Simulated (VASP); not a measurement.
# Al2Au (Fm-3m) in VASP: vibrations by perturbation theory with LDA

Aim: the vibrations by perturbation theory of Al2Au with LDA.

Program: VASP 6.6.1. These are calculated values, not measurements. Logs are shortened: lines on timing, memory, paths and dates and some standing lists are left out, and cuts for length are marked.

## 1. The cell of the first run

Symmetry: Fm-3m, No. 225, cubic system. The conventional cell has a = 6.000 Å, b = 6.000 Å, c = 6.000 Å, α = 90.00°, β = 90.00°, γ = 90.00°. Within 3.4 Å of Al (site symmetry -43m) lie 4 Au at 2.60 Å and 6 Al at 3.00 Å. Au (site symmetry m-3m) has 8 Al at 2.60 Å within 3.4 Å.

## 2. Vibrations by perturbation theory, LDA

The input, INCAR:

```
SYSTEM = Al2Au
  ALGO = Normal
  EDIFF = 1E-8
  ENCUT = 520
  IBRION = 8
  ISIF = 2
  ISMEAR = -1
  LASPH = .TRUE.
  LCHARG = .TRUE.
  LREAL = .FALSE.
  LWAVE = .FALSE.
  NELM = 100
  NSW = 1
  PREC = Accurate
  SIGMA = 0.1
```

The input, KPOINTS:

```
k-points
0
G
  8 8 8
  0 0 0
```

The input, POSCAR:

```
Al2Au
1.0
    0.0000000000      3.0000000000      3.0000000000
    3.0000000000      0.0000000000      3.0000000000
    3.0000000000      3.0000000000      0.0000000000
Al Au
2 1
Direct
    0.2500000000      0.2500000000      0.2500000000
    0.7500000000      0.7500000000      0.7500000000
    0.0000000000      0.0000000000      0.0000000000
```

Potentials or basis: VASP PAW LDA potentials, release 64 (Al, Au).

The run is started by

```sh
> cat potpaw_LDA.64/Al/POTCAR potpaw_LDA.64/Au/POTCAR > POTCAR
> mpirun -np 1 vasp_std > vasp.out
```

OUTCAR:

```text
SYSTEM = Al2Au
   EDIFF = 1E-8
   ENCUT = 520
   IBRION = 8
   ISIF = 2
   ISMEAR = -1
   LASPH = .TRUE.
   LREAL = .FALSE.
   NELM = 100
   NSW = 1
   PREC = Accurate

 ion  position               nearest neighbor table
   1  0.250  0.250  0.250-   3 2.60   3 2.60   3 2.60   3 2.60   2 3.00   2 3.00   2 3.00   2 3.00
                             2 3.00   2 3.00
   2  0.750  0.750  0.750-   3 2.60   3 2.60   3 2.60   3 2.60   1 3.00   1 3.00   1 3.00   1 3.00
                             1 3.00   1 3.00
   3  0.000  0.000  0.000-   2 2.60   2 2.60   2 2.60   1 2.60   2 2.60   1 2.60   1 2.60   1 2.60

  LATTYP: Found a face centered cubic cell.
 ALAT       =     6.0000000000

  Lattice vectors:

 A1 = (   0.0000000000,   3.0000000000,   3.0000000000)
 A2 = (   3.0000000000,   0.0000000000,   3.0000000000)
 A3 = (   3.0000000000,   3.0000000000,   0.0000000000)

Analysis of symmetry for initial positions (statically):
=====================================================================
 Subroutine PRICEL returns:
 Original cell was already a primitive cell.

 Routine SETGRP: Setting up the symmetry group for a
 face centered cubic supercell.

 Subroutine GETGRP returns: Found 48 space group operations
 (whereof 48 operations were pure point group operations)
 out of a pool of 48 trial point group operations.

The static configuration has the point symmetry O_h .

Analysis of symmetry for dynamics (positions and initial velocities):
=====================================================================
 Subroutine PRICEL returns:
 Original cell was already a primitive cell.

 Routine SETGRP: Setting up the symmetry group for a
 face centered cubic supercell.

 Subroutine GETGRP returns: Found 48 space group operations
 (whereof 48 operations were pure point group operations)
 out of a pool of 48 trial point group operations.

The dynamic configuration has the point symmetry O_h .

 Subroutine INISYM returns: Found 48 space group operations
 (whereof 48 operations are pure point group operations),
 and found     1 'primitive' translations

----------------------------------------------------------------------------------------

                                     Primitive cell

  volume of cell :      54.0000

  direct lattice vectors                    reciprocal lattice vectors
     0.000000000  3.000000000  3.000000000    -0.166666667  0.166666667  0.166666667
     3.000000000  0.000000000  3.000000000     0.166666667 -0.166666667  0.166666667
     3.000000000  3.000000000  0.000000000     0.166666667  0.166666667 -0.166666667

  length of vectors
     4.242640687  4.242640687  4.242640687     0.288675135  0.288675135  0.288675135

  position of ions in fractional coordinates (direct lattice)
     0.250000000  0.250000000  0.250000000
     0.750000000  0.750000000  0.750000000
     0.000000000  0.000000000  0.000000000

  ion indices of the primitive-cell ions
   primitive index   ion index
                 1           1
                 2           2
                 3           3

----------------------------------------------------------------------------------------

 KPOINTS: k-points

Automatic generation of k-mesh.
 Grid dimensions read from file:
 generate k-points for:    8    8    8

 Generating k-lattice:

[... 92 lines left out ...]
 non-spin polarized calculation
  energy-cutoff  :      520.00
  volume of cell :       54.00
 maximum number of plane-waves:      1475
   NGX = 15   NGY = 15   NGZ = 15

--------------------------------------- Ionic step        1  -------------------------------------------

 number of electron      17.0000001 magnetization

 Free energy of the ion-electron system (eV)
  ---------------------------------------------------
  ext. energy  EPLUGINS =         0.00000000
  ---------------------------------------------------
  free energy    TOTEN  =       -14.30338559 eV

  energy without entropy =      -14.27710292  energy(sigma->0) =      -14.29024425

 E-fermi :   7.6189     XC(G=0): -10.7158

 val. band max:        7.6096516996   @ k =   0.3750   0.1250   0.0000
 cond. band min:       7.9572644212   @ k =   0.5000   0.0000   0.0000
 fundamental gap:      0.3476127215
 Fermi energy:         7.6189341768

 k-point     1 :       0.0000    0.0000    0.0000
  band No.  band energies     occupation
      1      -2.9491      2.00000
      2       0.9687      2.00000
      3       0.9687      2.00000
      4       0.9687      2.00000
      5       1.9345      2.00000
      6       1.9345      2.00000
      7       9.7080      0.00000
      8      10.5451      0.00000
      9      10.5451      0.00000
     10      10.5451      0.00000
     11      11.5087      0.00000
     12      11.5087      0.00000
[... 331 lines left out ...]
 k-point    24 :      -0.3750    0.2500    0.1250
  band No.  band energies     occupation
      1      -0.3875      2.00000
      2       0.7119      2.00000
      3       1.3378      2.00000
      4       1.4433      2.00000
      5       1.8600      2.00000
      6       2.1166      2.00000
      7       2.6665      2.00000
      8       5.5210      2.00000
      9       6.7802      1.99954
     10      10.5089      0.00000
     11      11.4473      0.00000
     12      13.4884      0.00000

 [... further k-points ...]
[... 5 lines left out ...]
  --------------------------------------------------------------------------------------
  -------------------------------------------------------------------------------------
  Total       -0.8027559     -0.8027559     -0.8027559     -0.0000000     -0.0000000     -0.0000000
  in kB      -23.8177276    -23.8177276    -23.8177276     -0.0000000     -0.0000000     -0.0000000
  external PRESSURE =     -23.8177276 kB  Pullay stress =       0.0000000 kB

 VOLUME and BASIS-vectors are now :
 -----------------------------------------------------------------------------
  energy-cutoff  :      520.00
  volume of cell :       54.00
      direct lattice vectors                 reciprocal lattice vectors
     0.000000000  3.000000000  3.000000000    -0.166666667  0.166666667  0.166666667
     3.000000000  0.000000000  3.000000000     0.166666667 -0.166666667  0.166666667
     3.000000000  3.000000000  0.000000000     0.166666667  0.166666667 -0.166666667

 POSITION                                       TOTAL-FORCE (eV/Angst)
 -----------------------------------------------------------------------------------
      1.50000      1.50000      1.50000         0.000000      0.000000      0.000000
      4.50000      4.50000      4.50000        -0.000000     -0.000000      0.000000
      0.00000      0.00000      0.00000        -0.000000     -0.000000     -0.000000
 -----------------------------------------------------------------------------------
    total drift:                                0.000000     -0.000000      0.000000

  FREE ENERGIE OF THE ION-ELECTRON SYSTEM (eV)
  ---------------------------------------------------
  free  energy   TOTEN  =       -14.3033855919 eV

  energy  without entropy=      -14.2771029152  energy(sigma->0) =      -14.29024425

[... ionic steps 2 to 9 ...]

--------------------------------------- Ionic step       10  -------------------------------------------

 Free energy of the ion-electron system (eV)
  ---------------------------------------------------
  ---------------------------------------------------
  free energy    TOTEN  =        -0.28799097 eV

  energy without entropy =       -0.28799097

------------------------ aborting loop because EDIFF is reached ----------------------------------------

 INTERNAL STRAIN TENSOR  FOR ION    3  DIRECTION 1   (eV/Angst):
 -----------------------------------------------------------------------------
     0.06366  0.00000  0.00000
    -0.00000 -0.02996  0.00000
    -0.00000  0.00000 -0.02996

 INTERNAL STRAIN TENSOR FOR ION    3 for displacements in x,y,z  (eV/Angst):
          X           Y           Z          XY          YZ          ZX
  --------------------------------------------------------------------------------
  x     0.00000     0.00000     0.00000     0.00000     0.00000     0.00000
  y     0.00000     0.00000     0.00000     0.00000     0.00000     0.00000
  z     0.00000     0.00000     0.00000     0.00000     0.00000     0.00000

 SECOND DERIVATIVES (NOT SYMMETRIZED)
 ------------------------------------
               1X          1Y          1Z          2X          2Y          2Z          3X          3Y          3Z
  1X    -5.282389    0.000000    0.000000    1.351320    0.000000    0.000000    3.931069    0.000000    0.000000
  1Y     0.000000   -5.282389    0.000000    0.000000    1.351320   -0.000000    0.000000    3.931069    0.000000
  1Z     0.000000    0.000000   -5.282389    0.000000   -0.000000    1.351320    0.000000    0.000000    3.931069
  2X     1.351320    0.000000    0.000000   -5.282389    0.000000    0.000000    3.931069    0.000000    0.000000
  2Y     0.000000    1.351320   -0.000000    0.000000   -5.282389    0.000000    0.000000    3.931069    0.000000
  2Z     0.000000   -0.000000    1.351320    0.000000    0.000000   -5.282389    0.000000    0.000000    3.931069
  3X     3.901876    0.000000    0.000000    3.901876    0.000000    0.000000   -7.803752    0.000000    0.000000
  3Y     0.000000    3.901876    0.000000    0.000000    3.901876    0.000000    0.000000   -7.803752    0.000000
  3Z     0.000000    0.000000    3.901876    0.000000    0.000000    3.901876    0.000000    0.000000   -7.803752

 Eigenvectors and eigenvalues of the dynamical matrix
 ----------------------------------------------------

   1 f  =    7.751753 THz    48.705698 2PiTHz  258.570636 cm-1    32.058659 meV
             X         Y         Z           dx          dy          dz
      1.500000  1.500000  1.500000     0.695601   -0.127041   -0.000000
      4.500000  4.500000  4.500000    -0.695601    0.127041    0.000000
      0.000000  0.000000  0.000000     0.000000    0.000000    0.000000
[... 43 lines left out ...]
   9 f/i=    0.010283 THz     0.064610 2PiTHz    0.343007 cm-1     0.042527 meV
             X         Y         Z           dx          dy          dz
      1.500000  1.500000  1.500000    -0.019180    0.232135    0.229441
      4.500000  4.500000  4.500000    -0.019180    0.232135    0.229441
      0.000000  0.000000  0.000000    -0.052016    0.629541    0.622235

--------------------------------------------------------------------------------------------------------

 ELASTIC MODULI CONTR FROM IONIC RELAXATION (kBar)
 Direction    XX          YY          ZZ          XY          YZ          ZX
 --------------------------------------------------------------------------------
 XX          -0.0000     -0.0000      0.0000      0.0000     -0.0000     -0.0000
 YY          -0.0000     -0.0000     -0.0000     -0.0000     -0.0000     -0.0000
 ZZ           0.0000     -0.0000     -0.0000     -0.0000      0.0000     -0.0000
 XY           0.0000     -0.0000     -0.0000   -287.6466      0.0000     -0.0000
 YZ          -0.0000     -0.0000      0.0000      0.0000   -287.6466     -0.0000
 ZX          -0.0000     -0.0000     -0.0000     -0.0000     -0.0000   -287.6466
 --------------------------------------------------------------------------------
```

Wall time 2.2 min (1 thread of AMD EPYC 7R13 (Zen 3), shared host); peak memory 0.25 GiB.

Results:

```
Highest phonon frequency at Γ, LO-TO splitting left out : 259 cm⁻¹
```

Phonon frequencies in cm⁻¹ (negative: imaginary):
```tsv
q point	frequencies
(0.000, 0.000, 0.000)	0 0 0 224 224 224 259 259 259
```

Caveat: the cell wasn't relaxed at this level first, which shifts response properties; spin-orbit coupling is left out, which moves the levels of the heavy elements.
